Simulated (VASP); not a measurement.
# BaTe: single point with LDA

Crystal: BaTe.

```
CELL_PARAMETERS angstrom
4.11668 0.00000 0.00000
0.00000 4.11668 0.00000
0.00000 0.00000 4.42543
ATOMIC_POSITIONS crystal
Ba 0.00000 0.00000 0.00000
Te 0.50000 0.50000 0.50000
```

This cell differs from its parent crystal: strain +0.0750 x Voigt [0, 0, 1, 0, 0, 0].

```yaml
Program: VASP 6.6.1
Task: single point
Functional: LDA
Potentials_or_basis: VASP PAW LDA potentials, release 64 (Ba_sv, Te)
Cutoff: 520 eV
k_mesh: 8 × 8 × 8
Occupations: gaussian, width 0.05 eV
Spin: no spin polarisation
Dipole_correction: no
Further_INCAR_settings: ALGO = Normal; EDIFF = 1e-06; NBANDS = 15
```

The pressure is -2.0 GPa and the band gap on the k mesh is 0.26 eV, indirect (least direct gap 0.49 eV).

Stress tensor (GPa, compression positive):
```
-0.22  0.00  0.00
 0.00 -0.22  0.00
 0.00  0.00 -5.42
```

Levels at points of the mesh, in eV from the valence-band top:
| k point | band 6 | band 7 | band 8 | band 9 | band 10 | band 11 |
| --- | --- | --- | --- | --- | --- | --- |
| (0.00, 0.00, 0.00) | -0.98 | -0.37 | -0.37 | 0.26 | 0.38 | 2.17 |
| (0.50, 0.00, 0.00) | -3.74 | -1.59 | -0.81 | 1.22 | 4.30 | 4.69 |
| (0.50, 0.50, 0.00) | -2.30 | -2.30 | -0.54 | 0.80 | 1.72 | 2.22 |
| (0.00, 0.00, 0.50) | -3.77 | -0.95 | -0.95 | 0.98 | 4.11 | 4.69 |
| (0.50, 0.00, 0.50) | -2.42 | -2.19 | 0.00 | 0.49 | 2.48 | 2.68 |
| (0.50, 0.50, 0.50) | -3.26 | -3.26 | -3.23 | 4.34 | 4.66 | 4.66 |

Wall time 110 s on 1 thread of AMD EPYC 7R13 Processor (Zen 3), on a shared host, peak memory 0.19 GiB.

Caveat: the cell differs from its parent crystal (strain +0.0750 x Voigt [0, 0, 1, 0, 0, 0]); spin-orbit coupling is left out, which moves the levels of the heavy elements. A k mesh can miss the band edges.
